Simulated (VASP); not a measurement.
# BP (I-4m2) in VASP: further runs

BP is run at these levels: PBE; tasks: single point.

Program: VASP 6.6.1. These are calculated values, not measurements. Logs are shortened: lines on timing, memory, paths and dates and some standing lists are left out, and cuts for length are marked.

## Step 1: The cell of the first run

Symmetry: I-4m2, No. 119, tetragonal system. The conventional cell has a = 3.209 Å, b = 3.209 Å, c = 4.742 Å, α = 90.00°, β = 90.00°, γ = 90.00°. B (site symmetry -4m2) has 4 P at 1.99 Å within 2.6 Å. Within 2.6 Å of P (site symmetry -4m2) lie 4 B at 1.99 Å.

## Step 2: Single point, PBE (strain +0.0450 x Voigt [0, 1, 0, 0, 0, 0])

Input file INCAR:

```
SYSTEM = BP
ALGO     = Normal         ! electronic algorithm
EDIFF    = 1E-7           ! SCF threshold, eV
ENCUT    = 520            ! plane-wave cutoff, eV
GGA      = PE             ! functional
ISIF     = 2              ! what is computed and relaxed
ISMEAR   = 0              ! smearing method
LASPH    = .TRUE.         ! aspherical terms in the spheres
LCHARG   = .TRUE.         ! write CHGCAR
LELF     = .TRUE.         ! ELF
LREAL    = .FALSE.        ! projectors in reciprocal space
LVHAR    = .TRUE.       
LWAVE    = .FALSE.        ! write WAVECAR
NBANDS   = 11             ! bands
NELM     = 80             ! most SCF steps
PREC     = Accurate       ! precision mode
SIGMA    = 0.05           ! smearing width, eV
```

Input file KPOINTS:

```
k-points
0
G
  10 10 10
  0 0 0
```

Input file POSCAR:

```
BP
1.0
    0.0000000000      2.3711050000      2.2690000000
    2.2690000000      0.0000000000      2.2690000000
    2.2690000000      2.3711050000      0.0000000000
B P
1 1
Direct
    0.0000000000      0.0000000000      0.0000000000
    0.7500000000      0.7500000000      0.7500000000
```

Potentials or basis: VASP PAW PBE potentials, release 64 (B, P).

Started as:

```sh
$ cat potpaw_PBE.64/B/POTCAR potpaw_PBE.64/P/POTCAR > POTCAR
$ mpirun -np 1 vasp_std > vasp.out
```

OUTCAR:

```text
SYSTEM = BP
   EDIFF = 1E-7
   ENCUT = 520
   GGA = PE
   ISIF = 2
   ISMEAR = 0
   LASPH = .TRUE.
   LREAL = .FALSE.
   NELM = 80
   PREC = Accurate

 ion  position               nearest neighbor table
   1  0.000  0.000  0.000-   2 1.99   2 1.99   2 1.99   2 1.99
   2  0.750  0.750  0.750-   1 1.99   1 1.99   1 1.99   1 1.99

  LATTYP: Found a body centered tetragonal cell.
 ALAT       =     3.2088505730
 C/A-ratio  =     1.4778531727

  Lattice vectors:

 A1 = (   0.0000000000,  -2.3711050000,   2.2690000000)
 A2 = (   0.0000000000,  -2.3711050000,  -2.2690000000)
 A3 = (   2.2690000000,   2.3711050000,   0.0000000000)

Analysis of symmetry for initial positions (statically):
=====================================================================
 Subroutine PRICEL returns:
 Original cell was already a primitive cell.

 Routine SETGRP: Setting up the symmetry group for a
 body centered tetragonal supercell.

 Subroutine GETGRP returns: Found  8 space group operations
 (whereof  8 operations were pure point group operations)
 out of a pool of 16 trial point group operations.

The static configuration has the point symmetry D_2d.

Analysis of symmetry for dynamics (positions and initial velocities):
=====================================================================
 Subroutine PRICEL returns:
 Original cell was already a primitive cell.

 Routine SETGRP: Setting up the symmetry group for a
 body centered tetragonal supercell.

 Subroutine GETGRP returns: Found  8 space group operations
 (whereof  8 operations were pure point group operations)
 out of a pool of 16 trial point group operations.

The dynamic configuration has the point symmetry D_2d.

 Subroutine INISYM returns: Found  8 space group operations
 (whereof  8 operations are pure point group operations),
 and found     1 'primitive' translations

----------------------------------------------------------------------------------------

                                     Primitive cell

  volume of cell :      24.4146

  direct lattice vectors                    reciprocal lattice vectors
     0.000000000  2.371105000  2.269000000    -0.220361393  0.210872146  0.220361393
     2.269000000  0.000000000  2.269000000     0.220361393 -0.210872146  0.220361393
     2.269000000  2.371105000  0.000000000     0.220361393  0.210872146 -0.220361393

  length of vectors
     3.281843982  3.208850573  3.281843982     0.376278286  0.376278286  0.376278286

  position of ions in fractional coordinates (direct lattice)
     0.000000000  0.000000000  0.000000000
     0.750000000  0.750000000  0.750000000

  ion indices of the primitive-cell ions
   primitive index   ion index
                 1           1
                 2           2

----------------------------------------------------------------------------------------

 KPOINTS: k-points

Automatic generation of k-mesh.
 Grid dimensions read from file:
 generate k-points for:   10   10   10

 Generating k-lattice:

  Cartesian coordinates                     Fractional coordinates (reciprocal lattice)
    -0.022036139  0.021087215  0.022036139     0.100000000  0.000000000 -0.000000000
     0.022036139 -0.021087215  0.022036139     0.000000000  0.100000000  0.000000000
     0.022036139  0.021087215 -0.022036139    -0.000000000  0.000000000  0.100000000

  Length of vectors
     0.037627829  0.037627829  0.037627829

  Shift w.r.t. Gamma in fractional coordinates (k-lattice)
     0.000000000  0.000000000  0.000000000

 Subroutine IBZKPT returns following result:
 ===========================================

 Found    102 irreducible k-points:

 Following reciprocal coordinates:
            Coordinates               Weight
  0.000000  0.000000  0.000000      1.000000
  0.100000  0.000000  0.000000      8.000000
  0.200000  0.000000  0.000000      8.000000
  0.300000  0.000000  0.000000      8.000000
  0.400000  0.000000  0.000000      8.000000
  0.500000  0.000000  0.000000      4.000000
[... 16 lines left out ...]
  0.300000  0.300000  0.000000      4.000000
  0.400000  0.300000  0.000000     16.000000
 [... further k-points ...]
   k-points           NKPTS =    102   k-points in BZ     NKDIM =    102   number of bands    NBANDS=     11
   number of dos      NEDOS =    301   number of ions     NIONS =      2
   total plane-waves  NPLWV =  13824
   dimension x,y,z NGX =    24 NGY =   24 NGZ =   24
   dimension x,y,z NGXF=    48 NGYF=   48 NGZF=   48
   ions per type =               1   1
   NGX,Y,Z   is equivalent  to a cutoff of  12.16, 12.43, 12.16 a.u.
   NGXF,Y,Z  is equivalent  to a cutoff of  24.32, 24.87, 24.32 a.u.
 SYSTEM =  BP
   PREC   = accura    normal or accurate (medium, high low for compatibility)
   ISTART =      0    job   : 0-new  1-cont  2-samecut
   ICHARG =      2    charge: 1-file 2-atom 10-const
   ISPIN  =      1    spin polarized calculation?
   LNONCOLLINEAR =      F non collinear calculations
   LSORBIT =      F    spin-orbit coupling
   LASPH  =      T    aspherical Exc in radial PAW
   ENCUT  =  520.0 eV  38.22 Ry    6.18 a.u.   6.10  5.97  6.10*2*pi/ulx,y,z
   NELM   =     80;   NELMIN=  2; NELMDL= -5     # of ELM steps
   EDIFF  = 0.1E-06   stopping-criterion for ELM
   LREAL  =      F    real-space projection
   EDIFFG = 0.1E-05   stopping-criterion for IOM
   NSW    =      0    number of steps for IOM
   IBRION =     -1    ionic relax: 0-MD 1-quasi-New 2-CG
   NFREE  =      0    steps in history (QN), initial steepest desc. (CG)
   ISIF   =      2    stress and relaxation
   ISYM   =      2    0-nonsym 1-usesym 2-fastsym
   POTIM  = 0.5000    time-step for ionic-motion
   TEBEG  =    0.0;   TEEND  =   0.0 temperature during run
   PSTRESS=    0.0 pullay stress
   NELECT =       8.0000    total number of electrons
   NUPDOWN=      -1.0000    fix difference up-down
   EMIN   =  10.00;   EMAX   =-10.00  energy-range for DOS
   EFERMI =   0.00;   METHOD = LEGACY
   ISMEAR =     0;   SIGMA  =   0.05  broadening in eV -4-tet -1-fermi 0-gaus
   EFERMI_NEDOS =   21; number of points for ismear=-14 and -15
   IALGO  =     38    algorithm
   IMIX   =      4    mixing-type and parameters
     AMIX     =   0.40;   BMIX     =  1.00
     AMIX_MAG =   1.60;   BMIX_MAG =  1.00
  volume/ion in A,a.u.               =      12.21        82.38
  Fermi-wavevector in a.u.,A,eV,Ry     =   1.128639  2.132818 17.331443  1.273825
  Thomas-Fermi vector in A             =   2.265329
   LORBIT       =      0    0 simple, 1 ext, 2 COOP (PROOUT), +10 PAW based schemes
   GGA     = PE    functional components
   LHFCALC =     F    Hartree Fock is set to
   AEXX    =    0.0000 exact exchange contribution
   IVDW    =     0    specifies the selected vdW correction
   LEPSILON=     F    determine dielectric tensor
   LRPA    =     F    only Hartree local field effects (RPA)
 non-spin polarized calculation
 Gauss-broadening in eV      SIGMA  =   0.05
  energy-cutoff  :      520.00
  volume of cell :       24.41
 maximum number of plane-waves:       672
   NGX = 13   NGY = 11   NGZ = 13

 number of electron       7.9999999 magnetization

 Free energy of the ion-electron system (eV)
  ---------------------------------------------------
  ext. energy  EPLUGINS =         0.00000000
  ---------------------------------------------------
  free energy    TOTEN  =       -12.88774191 eV

  energy without entropy =      -12.88774191  energy(sigma->0) =      -12.88774191

 E-fermi :   7.2858     XC(G=0): -10.7209

 val. band max:        7.0714443005   @ k =   0.0000   0.0000   0.0000
 cond. band min:       8.0442679434   @ k =   0.4000   0.4000   0.0000
 fundamental gap:      0.9728236429
 Fermi energy:         7.2857624892

 k-point     1 :       0.0000    0.0000    0.0000
  band No.  band energies     occupation
      1      -8.1507      2.00000
      2       6.6282      2.00000
      3       7.0714      2.00000
      4       7.0714      2.00000
      5      10.1910      0.00000
      6      10.1910      0.00000
      7      10.4366      0.00000
      8      13.6004      0.00000
      9      18.1341      0.00000
     10      18.3478      0.00000
     11      19.4960      0.00000

 k-point     2 :       0.1000    0.0000    0.0000
  band No.  band energies     occupation
      1      -7.9769      2.00000
      2       5.6230      2.00000
      3       6.5097      2.00000
      4       6.8025      2.00000
      5      10.5061      0.00000
      6      10.5924      0.00000
      7      10.8811      0.00000
      8      14.1684      0.00000
      9      17.7646      0.00000
     10      18.7044      0.00000
     11      18.7432      0.00000

 k-point     3 :       0.2000    0.0000    0.0000
  band No.  band energies     occupation
      1      -7.4627      2.00000
      2       3.3739      2.00000
      3       5.9078      2.00000
      4       6.2983      2.00000
      5      10.6428      0.00000
      6      11.3495      0.00000
      7      11.4815      0.00000
      8      15.4664      0.00000
      9      17.3933      0.00000
     10      17.9740      0.00000
     11      19.5881      0.00000

 k-point     4 :       0.3000    0.0000    0.0000
  band No.  band energies     occupation
      1      -6.6394      2.00000
      2       1.0935      2.00000
      3       5.3892      2.00000
      4       5.8636      2.00000
      5      10.4786      0.00000
      6      11.7395      0.00000
      7      11.8110      0.00000
      8      16.5681      0.00000
      9      18.1417      0.00000
     10      18.2627      0.00000
     11      19.8511      0.00000

 k-point     5 :       0.4000    0.0000    0.0000
  band No.  band energies     occupation
      1      -5.6245      2.00000
      2      -0.8467      2.00000
      3       5.0560      2.00000
      4       5.5918      2.00000
      5      10.3048      0.00000
      6      11.6813      0.00000
      7      11.8520      0.00000
      8      16.9137      0.00000
      9      19.6733      0.00000
     10      19.7875      0.00000
     11      20.8053      0.00000
[... 211 lines left out ...]
 k-point    21 :      -0.3000    0.2000    0.0000
  band No.  band energies     occupation
      1      -5.4321      2.00000
      2       0.1940      2.00000
      3       2.5451      2.00000
      4       4.9167      2.00000
      5      10.5654      0.00000
      6      12.7819      0.00000
      7      13.9032      0.00000
      8      15.9141      0.00000
      9      17.3261      0.00000
     10      19.0786      0.00000
     11      23.4788      0.00000

 k-point    22 :      -0.2000    0.2000    0.0000
  band No.  band energies     occupation
      1      -6.3811      2.00000
      2       1.8321      2.00000
      3       3.0292      2.00000
      4       5.5701      2.00000
      5      11.0937      0.00000
      6      12.0502      0.00000
      7      13.3777      0.00000
      8      14.9927      0.00000
      9      16.3898      0.00000
     10      20.0762      0.00000
     11      22.0324      0.00000

 k-point    23 :       0.3000    0.3000    0.0000
  band No.  band energies     occupation
      1      -6.0574      2.00000
      2       2.2970      2.00000
      3       3.6491      2.00000
      4       3.7800      2.00000
      5       8.3157      0.00000
      6      10.7981      0.00000
      7      15.0013      0.00000
      8      16.0246      0.00000
      9      19.4050      0.00000
     10      21.0333      0.00000
     11      23.0736      0.00000

 k-point    24 :       0.4000    0.3000    0.0000
  band No.  band energies     occupation
      1      -5.2516      2.00000
      2       0.9647      2.00000
      3       2.9823      2.00000
      4       3.4271      2.00000
      5       8.5952      0.00000
      6      10.4343      0.00000
      7      15.5431      0.00000
      8      16.6469      0.00000
      9      20.3615      0.00000
     10      21.9771      0.00000
     11      23.4414      0.00000

 [... further k-points ...]

------------------------ aborting loop because EDIFF is reached ----------------------------------------

  FORCE on cell =-STRESS in cart. coord.  units (eV):
  Direction    XX          YY          ZZ          XY          YZ          ZX
  --------------------------------------------------------------------------------------
  -------------------------------------------------------------------------------------
  Total       -0.2756409     -2.1053876     -0.2756409      0.0000000      0.0000000      0.0000000
  in kB      -18.0885811   -138.1633550    -18.0885811      0.0000000      0.0000000      0.0000000
  external PRESSURE =     -58.1135058 kB  Pullay stress =       0.0000000 kB

 VOLUME and BASIS-vectors are now :
 -----------------------------------------------------------------------------
  energy-cutoff  :      520.00
  volume of cell :       24.41
      direct lattice vectors                 reciprocal lattice vectors
     0.000000000  2.371105000  2.269000000    -0.220361393  0.210872146  0.220361393
     2.269000000  0.000000000  2.269000000     0.220361393 -0.210872146  0.220361393
     2.269000000  2.371105000  0.000000000     0.220361393  0.210872146 -0.220361393

 POSITION                                       TOTAL-FORCE (eV/Angst)
 -----------------------------------------------------------------------------------
      0.00000      0.00000      0.00000         0.000000      0.000000      0.000000
      3.40350      3.55666      3.40350        -0.000000     -0.000000     -0.000000
 -----------------------------------------------------------------------------------
    total drift:                               -0.000000     -0.000000     -0.000000

  FREE ENERGIE OF THE ION-ELECTRON SYSTEM (eV)
  ---------------------------------------------------
  free  energy   TOTEN  =       -12.8877419106 eV

  energy  without entropy=      -12.8877419106  energy(sigma->0) =      -12.88774191
```

Run time: 7.7 s. Hardware: 1 thread of Intel Xeon 6975P-C (Granite Rapids), shared host; peak memory 0.15 GiB.

What came out:

- Free energy: -12.8877 eV
- Pressure: -5.8 GPa
- Band gap on the k mesh: 0.97 eV, indirect (least direct gap 3.12 eV)

Stress tensor (GPa, compression positive):
```
 -1.81   0.00   0.00
  0.00 -13.82   0.00
  0.00   0.00  -1.81
```

Levels at points of the mesh, in eV from the valence-band top:
```
           k point  band 2  band 3  band 4  band 5  band 6  band 7
(0.00, 0.00, 0.00)   -0.44    0.00    0.00    3.12    3.12    3.37
(0.50, 0.00, 0.00)   -8.87   -2.13   -1.57    3.16    4.55    4.74
(0.50, 0.50, 0.00)   -8.38   -4.28   -4.20    1.12    1.36   11.08
(0.50, 0.00, 0.50)   -8.75   -3.81   -3.81    1.59    1.95   11.56
```

Caveat: the cell differs from its parent crystal (strain +0.0450 x Voigt [0, 1, 0, 0, 0, 0]). A k mesh can miss the band edges.

(Part 1 of 2 ends here.)
